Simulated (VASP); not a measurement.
# HfAl3N in VASP: further runs

HfAl3N is run at these levels: PBE; tasks: single point, relaxation of cell and atoms.

Everything below comes from runs of VASP 6.6.1. Logs are shortened: lines on timing, memory, paths and dates and some standing lists are left out, and cuts for length are marked.

## 1. The cell of the first run

The typed cell holds 5 atoms: a = 5.677 Å, b = 5.677 Å, c = 4.153 Å, α = 90.00°, β = 90.00°, γ = 120.00°.

The cell was built from a structure type or drawn by symmetry, and may not be a known phase.

## 2. Single point, PBE

Contents of INCAR:

```
ALGO     = Normal         # electronic algorithm
EDIFF    = 1E-6           # SCF threshold, eV
ENCUT    = 520            # plane-wave cutoff, eV
GGA      = PE             # functional
ISIF     = 2              # what is computed and relaxed
ISMEAR   = 0              # smearing method
LASPH    = True           # aspherical terms in the spheres
LCHARG   = False          # write CHGCAR
LREAL    = False          # projectors in reciprocal space
LWAVE    = False          # write WAVECAR
NBANDS   = 20             # bands
NELM     = 80             # most SCF steps
PREC     = Accurate       # precision mode
SIGMA    = 0.1            # smearing width, eV
```

Contents of KPOINTS:

```
k-points
0
Gamma
  6 6 4
```

Contents of POSCAR:

```
HfAl3N
1.0
    5.6770860561      0.0000000000      0.0000000000
   -2.8385430281      4.9165007441      0.0000000000
    0.0000000000      0.0000000000      4.1533065670
Hf Al N
1 3 1
Direct
    0.0000000000      0.0000000000      0.5000000000
    0.5000416927      0.0000000000      0.5000000000
    0.0000000000      0.5000416927      0.5000000000
    0.4999583073      0.4999583073      0.5000000000
    0.0000000000      0.0000000000      0.0000000000
```

Potentials or basis: VASP PAW PBE potentials, release 64 (Hf_pv, Al, N).

On the command line:

```sh
$ cat potpaw_PBE.64/Hf_pv/POTCAR potpaw_PBE.64/Al/POTCAR potpaw_PBE.64/N/POTCAR > POTCAR
$ mpirun -np 1 vasp_std > vasp.out
```

OUTCAR:

```text
EDIFF = 1E-6
   ENCUT = 520
   GGA = PE
   ISIF = 2
   ISMEAR = 0
   LASPH = True
   LREAL = False
   NELM = 80
   PREC = Accurate

 ion  position               nearest neighbor table
   1  0.000  0.000  0.500-   5 2.08   5 2.08   2 2.84   4 2.84   3 2.84   2 2.84   4 2.84   3 2.84

   2  0.500  0.000  0.500-   1 2.84   3 2.84   3 2.84   4 2.84   4 2.84   1 2.84
   3  0.000  0.500  0.500-   1 2.84   4 2.84   4 2.84   2 2.84   2 2.84   1 2.84
   4  0.500  0.500  0.500-   1 2.84   3 2.84   3 2.84   2 2.84   2 2.84   1 2.84
   5  0.000  0.000  0.000-   1 2.08   1 2.08

  LATTYP: Found a hexagonal cell.
 ALAT       =     5.6770860561
 C/A-ratio  =     0.7315912646

  Lattice vectors:

 A1 = (   5.6770860561,   0.0000000000,   0.0000000000)
 A2 = (  -2.8385430281,   4.9165007441,   0.0000000000)
 A3 = (   0.0000000000,   0.0000000000,   4.1533065670)

Analysis of symmetry for initial positions (statically):
=====================================================================
 Subroutine PRICEL returns:
 Original cell was already a primitive cell.

 Routine SETGRP: Setting up the symmetry group for a
 hexagonal supercell.

 Subroutine GETGRP returns: Found 12 space group operations
 (whereof 12 operations were pure point group operations)
 out of a pool of 24 trial point group operations.

The static configuration has the point symmetry D_3h.

Analysis of symmetry for dynamics (positions and initial velocities):
=====================================================================
 Subroutine PRICEL returns:
 Original cell was already a primitive cell.

 Routine SETGRP: Setting up the symmetry group for a
 hexagonal supercell.

 Subroutine GETGRP returns: Found 12 space group operations
 (whereof 12 operations were pure point group operations)
 out of a pool of 24 trial point group operations.

The dynamic configuration has the point symmetry D_3h.

 Subroutine INISYM returns: Found 12 space group operations
 (whereof 12 operations are pure point group operations),
 and found     1 'primitive' translations

----------------------------------------------------------------------------------------

                                     Primitive cell

  volume of cell :     115.9246

  direct lattice vectors                    reciprocal lattice vectors
[... 87 lines left out ...]
   ENCUT  =  520.0 eV  38.22 Ry    6.18 a.u.  10.56 10.56  7.72*2*pi/ulx,y,z
   NELM   =     80;   NELMIN=  2; NELMDL= -5     # of ELM steps
   EDIFF  = 0.1E-05   stopping-criterion for ELM
   LREAL  =      F    real-space projection
   EDIFFG = 0.1E-04   stopping-criterion for IOM
   NSW    =      0    number of steps for IOM
   IBRION =     -1    ionic relax: 0-MD 1-quasi-New 2-CG
   NFREE  =      0    steps in history (QN), initial steepest desc. (CG)
   ISIF   =      2    stress and relaxation
   ISYM   =      2    0-nonsym 1-usesym 2-fastsym
   POTIM  = 0.5000    time-step for ionic-motion
   TEBEG  =    0.0;   TEEND  =   0.0 temperature during run
   PSTRESS=    0.0 pullay stress
   NELECT =      24.0000    total number of electrons
   NUPDOWN=      -1.0000    fix difference up-down
   EMIN   =  10.00;   EMAX   =-10.00  energy-range for DOS
   EFERMI =   0.00;   METHOD = LEGACY
   ISMEAR =     0;   SIGMA  =   0.10  broadening in eV -4-tet -1-fermi 0-gaus
   EFERMI_NEDOS =   21; number of points for ismear=-14 and -15
   IALGO  =     38    algorithm
   IMIX   =      4    mixing-type and parameters
     AMIX     =   0.40;   BMIX     =  1.00
     AMIX_MAG =   1.60;   BMIX_MAG =  1.00
  volume/ion in A,a.u.               =      23.18       156.46
  Fermi-wavevector in a.u.,A,eV,Ry     =   0.968471  1.830145 12.761401  0.937937
  Thomas-Fermi vector in A             =   2.098443
   LORBIT       =      0    0 simple, 1 ext, 2 COOP (PROOUT), +10 PAW based schemes
   GGA     = PE    functional components
   LHFCALC =     F    Hartree Fock is set to
   AEXX    =    0.0000 exact exchange contribution
   IVDW    =     0    specifies the selected vdW correction
   LEPSILON=     F    determine dielectric tensor
   LRPA    =     F    only Hartree local field effects (RPA)
 non-spin polarized calculation
 Gauss-broadening in eV      SIGMA  =   0.10
  energy-cutoff  :      520.00
  volume of cell :      115.92
 maximum number of plane-waves:      3152
   NGX = 21   NGY = 21   NGZ = 15

 number of electron      24.0000001 magnetization

 Free energy of the ion-electron system (eV)
  ---------------------------------------------------
  ext. energy  EPLUGINS =         0.00000000
  ---------------------------------------------------
  free energy    TOTEN  =       -27.61708586 eV

  energy without entropy =      -27.60457129  energy(sigma->0) =      -27.61082857

 E-fermi :   3.0465     XC(G=0):  -8.7894

 val. band max:        3.0288331100   @ k =   0.5000   0.0000   0.5000
 cond. band min:       3.1637601144   @ k =   0.1667   0.0000   0.2500
 fundamental gap:      0.1349270044
 Fermi energy:         3.0464669699

 k-point     1 :       0.0000    0.0000    0.0000
  band No.  band energies     occupation
      1     -26.5196      2.00000
      2     -26.5196      2.00000
      3     -26.3636      2.00000
      4      -9.8613      2.00000
      5      -4.4294      2.00000
      6       0.3069      2.00000
[... 472 lines left out ...]
     19       8.4263      0.00000
     20       8.9795      0.00000

------------------------ aborting loop because EDIFF is reached ----------------------------------------

  FORCE on cell =-STRESS in cart. coord.  units (eV):
  Direction    XX          YY          ZZ          XY          YZ          ZX
  --------------------------------------------------------------------------------------
  -------------------------------------------------------------------------------------
  Total        0.0922028      0.0922028     -0.2084525     -0.0000000     -0.0000000      0.0000000
  in kB        1.2743222      1.2743222     -2.8809924     -0.0000000     -0.0000000      0.0000000
  external PRESSURE =      -0.1107826 kB  Pullay stress =       0.0000000 kB

 VOLUME and BASIS-vectors are now :
 -----------------------------------------------------------------------------
  energy-cutoff  :      520.00
  volume of cell :      115.92
      direct lattice vectors                 reciprocal lattice vectors
     5.677086056  0.000000000  0.000000000     0.176146705  0.101698347  0.000000000
    -2.838543028  4.916500744  0.000000000     0.000000000  0.203396695  0.000000000
     0.000000000  0.000000000  4.153306567     0.000000000  0.000000000  0.240772017

 POSITION                                       TOTAL-FORCE (eV/Angst)
 -----------------------------------------------------------------------------------
      0.00000      0.00000      2.07665        -0.000000     -0.000000     -0.000000
      2.83878      0.00000      2.07665        -0.001663      0.000000      0.000000
     -1.41939      2.45846      2.07665         0.000831     -0.001440      0.000000
      1.41915      2.45805      2.07665         0.000831      0.001440     -0.000000
      0.00000      0.00000      0.00000        -0.000000     -0.000000     -0.000000
 -----------------------------------------------------------------------------------
    total drift:                               -0.000000     -0.000000      0.000000

  FREE ENERGIE OF THE ION-ELECTRON SYSTEM (eV)
  ---------------------------------------------------
  free  energy   TOTEN  =       -27.6170858553 eV

  energy  without entropy=      -27.6045712917  energy(sigma->0) =      -27.61082857
```

OSZICAR:

```text
N       E                     dE             d eps       ncg     rms          rms(c)
DAV:   1     0.598560715962E+02    0.59856E+02   -0.10437E+04   848   0.994E+02
DAV:   2    -0.249795834288E+02   -0.84836E+02   -0.81278E+02  1128   0.196E+02
DAV:   3    -0.315579426027E+02   -0.65784E+01   -0.64343E+01  1012   0.412E+01
DAV:   4    -0.316964944337E+02   -0.13855E+00   -0.13819E+00  1128   0.674E+00
DAV:   5    -0.316989790512E+02   -0.24846E-02   -0.24841E-02  1112   0.889E-01    0.594E+01
DAV:   6    -0.296443093099E+02    0.20547E+01   -0.29265E+01  1044   0.255E+01    0.349E+01
DAV:   7    -0.292653556941E+02    0.37895E+00   -0.31817E+01  1036   0.165E+01    0.277E+01
DAV:   8    -0.276593161362E+02    0.16060E+01   -0.44431E+00  1004   0.989E+00    0.768E+00
DAV:   9    -0.276223363602E+02    0.36980E-01   -0.74476E-01   984   0.359E+00    0.311E+00
DAV:  10    -0.276178438332E+02    0.44925E-02   -0.62467E-02  1024   0.135E+00    0.359E-01
DAV:  11    -0.276171439471E+02    0.69989E-03   -0.75899E-03  1072   0.393E-01    0.206E-01
DAV:  12    -0.276171108838E+02    0.33063E-04   -0.19637E-03  1044   0.188E-01    0.110E-01
DAV:  13    -0.276170904825E+02    0.20401E-04   -0.11682E-04   968   0.560E-02    0.430E-02
DAV:  14    -0.276170879838E+02    0.24988E-05   -0.13109E-04  1128   0.360E-02    0.226E-02
DAV:  15    -0.276170855687E+02    0.24150E-05   -0.20883E-05  1032   0.181E-02    0.274E-03
DAV:  16    -0.276170858553E+02   -0.28659E-06   -0.14660E-06   792   0.609E-03
   1 F= -.27617086E+02 E0= -.27610829E+02  d E =-.125146E-01
```

Run time: 30 s. Hardware: 1 thread of Intel Xeon 6975P-C (Granite Rapids), shared host; peak memory 0.24 GiB.

Results:

```yaml
Free_energy: -27.6171 eV
Pressure: 0.0 GPa
Band_gap_on_the_k_mesh: zero (bands 12 and 13 overlap by 1.55 eV)
```

Caveat: the k points lie up to 0.38 Å⁻¹ apart, too coarse for converged energies and pressures of a metal; spin-orbit coupling is left out, which moves the levels of the heavy elements.

## 3. Single point, PBE

Contents of INCAR:

```
SYSTEM = HfAl3N
PREC = Accurate
ENCUT = 520
EDIFF = 1E-6
ISMEAR = 0
SIGMA = 0.1
LREAL = .False.
LASPH = .True.
NELM = 100
ALGO = Normal
ISIF = 2
LWAVE = .False.
LCHARG = .False.
GGA = PE
NBANDS = 20
```

Contents of KPOINTS:

```
regular mesh
0
Gamma
  12 12 10
  0 0 0
```

Contents of POSCAR:

```
HfAl3N
1.0
    5.6823371953      0.0000000000      0.0000000000
   -2.8411685977      4.9210483640      0.0000000000
    0.0000000000      0.0000000000      4.1435864357
Hf Al N
1 3 1
Direct
    0.0000000000      0.0000000000      0.5000000000
    0.5000000000      0.0000000000      0.5000000000
    0.0000000000      0.5000000000      0.5000000000
    0.5000000000      0.5000000000      0.5000000000
    0.0000000000      0.0000000000      0.0000000000
```

Potentials or basis: VASP PAW PBE potentials, release 64 (Hf_pv, Al, N).

On the command line:

```sh
$ cat potpaw_PBE.64/Hf_pv/POTCAR potpaw_PBE.64/Al/POTCAR potpaw_PBE.64/N/POTCAR > POTCAR
$ mpirun -np 1 vasp_std > vasp.out
```

It took 2 min on 1 thread of Intel Xeon 6975P-C (Granite Rapids), shared host; peak memory 0.42 GiB.

It converged, with:

* Free energy: -27.6097 eV
* Pressure: 0.0 GPa
* Band gap on the k mesh: zero (bands 12 and 13 overlap by 1.76 eV)

Stress tensor (GPa, compression positive):
```
 0.09  0.00  0.00
 0.00  0.09  0.00
 0.00  0.00 -0.19
```

Levels at points of the mesh, in eV from the Fermi level:
```
           k point  band 8  band 9  band 10  band 11  band 12  band 13  band 14  band 15  band 16  band 17
(0.00, 0.00, 0.00)   -2.46   -1.99    -1.99    -0.44     1.12     1.12     1.82     2.17     2.51     2.51
(0.50, 0.00, 0.00)   -2.55   -0.67    -0.30    -0.25    -0.08     0.99     2.20     2.50     3.14     3.27
(0.00, 0.00, 0.50)   -2.33   -2.18    -2.18    -2.00    -1.74    -0.13    -0.13     2.51     2.51     2.65
(0.50, 0.00, 0.50)   -3.12   -2.48    -2.12    -2.02    -0.05    -0.02     0.70     2.74     3.08     3.37
```

Caveat: spin-orbit coupling is left out, which moves the levels of the heavy elements.

## 4. Relaxation of cell and atoms, PBE

Contents of INCAR:

```
ALGO = Normal
EDIFF = 1E-7
EDIFFG = -0.01
ENCUT = 600
GGA = PE
IBRION = 2
ISIF = 3
ISMEAR = 0
LASPH = True
LCHARG = False
LREAL = False
LWAVE = False
NELM = 60
NSW = 100
PREC = Accurate
SIGMA = 0.1
```

Contents of KPOINTS:

```
k-points
0
Gamma
  12 12 10
```

POSCAR: that of step 3 with these lines changed.

```diff
@@ -2,5 +2,5 @@
 1.0
-    5.6823371953      0.0000000000      0.0000000000
-   -2.8411685977      4.9210483640      0.0000000000
-    0.0000000000      0.0000000000      4.1435864357
+    5.6770860561      0.0000000000      0.0000000000
+   -2.8385430281      4.9165007441      0.0000000000
+    0.0000000000      0.0000000000      4.1533065670
 Hf Al N
```

On the command line:

```sh
$ cat potpaw_PBE.64/Hf_pv/POTCAR potpaw_PBE.64/Al/POTCAR potpaw_PBE.64/N/POTCAR > POTCAR
$ mpirun -np 1 vasp_std > vasp.out
```

It took 6.4 min on 1 thread of Intel Xeon 6975P-C (Granite Rapids), shared host; peak memory 0.51 GiB.

Results (log left out):

```
Free energy                           : -27.6116 eV
Relaxed volume                        : 23.18 Å³/atom
Relaxed cell                          : a = 5.686 Å, b = 5.686 Å, c = 4.140 Å, α = 90.00°, β = 90.00°, γ = 120.00°
Space group after relaxing (to 0.1 Å) : P6/mmm (No. 191)
Energy gained by relaxing             : 0.2 meV/atom
Ionic steps                           : 4
Pressure after relaxing               : 0.0 GPa
Band gap on the k mesh                : zero (bands 12 and 13 overlap by 1.76 eV)
```

Step by step:
```csv
step,energy change (eV),largest force (eV/Å),pressure (GPa),volume (Å³)
1,0.0000,0.0000,-0.11,115.92
2,-0.0008,0.0000,0.16,115.66
3,-0.0011,0.0000,0.07,115.75
4,-0.0011,0.0000,-0.01,115.90
```

Final structure:
```
CELL_PARAMETERS angstrom
5.68576 0.00000 0.00000
-2.84288 4.92401 0.00000
0.00000 0.00000 4.13977
ATOMIC_POSITIONS crystal
Hf 0.00000 0.00000 0.50000
Al 0.50000 0.00000 0.50000
Al 0.00000 0.50000 0.50000
Al 0.50000 0.50000 0.50000
N 0.00000 0.00000 0.00000
```

Levels at points of the mesh, in eV from the Fermi level:
```tsv
k point	band 9	band 10	band 11	band 12	band 13	band 14	band 15	band 16
(0.00, 0.00, 0.00)	-1.99	-1.99	-0.43	1.12	1.12	1.83	2.17	2.51
(0.50, 0.00, 0.00)	-0.67	-0.30	-0.24	-0.08	1.00	2.20	2.50	3.14
(0.00, 0.00, 0.50)	-2.18	-2.18	-2.00	-1.74	-0.13	-0.13	2.50	2.50
(0.50, 0.00, 0.50)	-2.48	-2.12	-2.02	-0.05	-0.02	0.69	2.74	3.07
```

Caveat: spin-orbit coupling is left out, which moves the levels of the heavy elements.

## 5. Overview

```tsv
task	cell	k mesh	cutoff (eV)	gap on the mesh (eV)	pressure (GPa)
single point	a = 5.677, b = 5.677, c = 4.153 Å, angles 90.0, 90.0, 120.0°, 5 atoms	6 × 6 × 4	520	none	0.0
single point	a = 5.682, b = 5.682, c = 4.144 Å, angles 90.0, 90.0, 120.0°, 5 atoms	12 × 12 × 10	520	none	0.0
relaxation of cell and atoms	relaxed from a = 5.677, b = 5.677, c = 4.153 Å, angles 90.0, 90.0, 120.0°, 5 atoms	12 × 12 × 10	600	none	0.0
```

Alike in all rows: level PBE; potentials or basis VASP PAW PBE potentials, release 64 (Hf_pv, Al, N); no spin polarisation; smearing gaussian 0.1 eV.

Caveats: some runs use coarse meshes; spin-orbit coupling is left out, which moves the levels of the heavy elements.

Absolute energies hang on the potentials; compare differences alone.
